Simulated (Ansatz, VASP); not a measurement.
Two plane-wave programs on La

The input INCAR:

```
SYSTEM = La
  ALGO = Normal
  EDIFF = 1E-6
  ENCUT = 520
  GGA = CA
  ISIF = 2
  ISMEAR = -1
  LASPH = .TRUE.
  LCHARG = .TRUE.
  LELF = .TRUE.
  LREAL = .FALSE.
  LVHAR = .TRUE.
  LWAVE = .FALSE.
  NBANDS = 30
  NELM = 100
  PREC = Accurate
  SIGMA = 0.1
```

KPOINTS

```
k-points
0
G
  13 13 4
  0 0 0
```

POSCAR

```
La
1.0
    3.5509734374      0.0000000000      0.0000000000
   -1.7754867187      3.0752332050      0.0000000000
    0.0000000000      0.0000000000     11.3963038834
La
4
Direct
    0.0000000000      0.0000000000      1.0000000000
    0.0000000000      0.0000000000      0.5000000000
    0.3333333333      0.6666666667      0.7500000000
    0.6666666667      0.3333333333      0.2500000000
```

Input for Ansatz:

```yaml
crystal:
  lattice:
    - [3.5509734374, 0.0, 0.0]
    - [-1.7754867187, 3.075233205, 0.0]
    - [0.0, 0.0, 11.3963038834]
  atoms:
    - { symbol: La, position: [0.0, 0.0, 1.0] }
    - { symbol: La, position: [0.0, 0.0, 0.5] }
    - { symbol: La, position: [0.3333333333, 0.6666666667, 0.75] }
    - { symbol: La, position: [0.6666666667, 0.3333333333, 0.25] }
hamiltonian:
  xc: lda
  pseudopotentials:
    kind: paw
    azcp:
      La: "pseudopotentials/La.paw.azcp"
basis:
  ecutwfc: 420
  fft_grid_basis: typed
kpoints:
  mp_grid: { grid: [13, 13, 4], shift: [0, 0, 0] }
magnetization:
  spin_polarized: false
scf:
  occupations: { method: fermi_dirac, width: 0.1 }
output:
  stress: true
```

Alike in both runs: task single point; functional LDA; k mesh 13 × 13 × 4; occupations fermi-dirac, width 0.1 eV; no spin polarisation.

|  | VASP | Ansatz |
| --- | --- | --- |
| version | VASP 6.6.1 | Ansatz 0.2.0 |
| potentials or method | VASP PAW LDA potentials, release 64 (La), cutoff 520 eV | plane waves (420 eV) with PAW, scalar-relativistic |
| valence electrons in the cell | 44 | 44 |

```csv
,VASP,Ansatz,Ansatz less VASP
pressure (GPa),1.0,1.2,+0.11
"traceless stress, the component that is largest in VASP (GPa)",0.17,0.18,+0.007
```

Ansatz warns that its potentials were made for another functional, while VASP's fit it. LDA's correlation is that of Perdew and Zunger in VASP and of Perdew and Wang (1992) in Ansatz.

Spin-orbit coupling is off throughout.
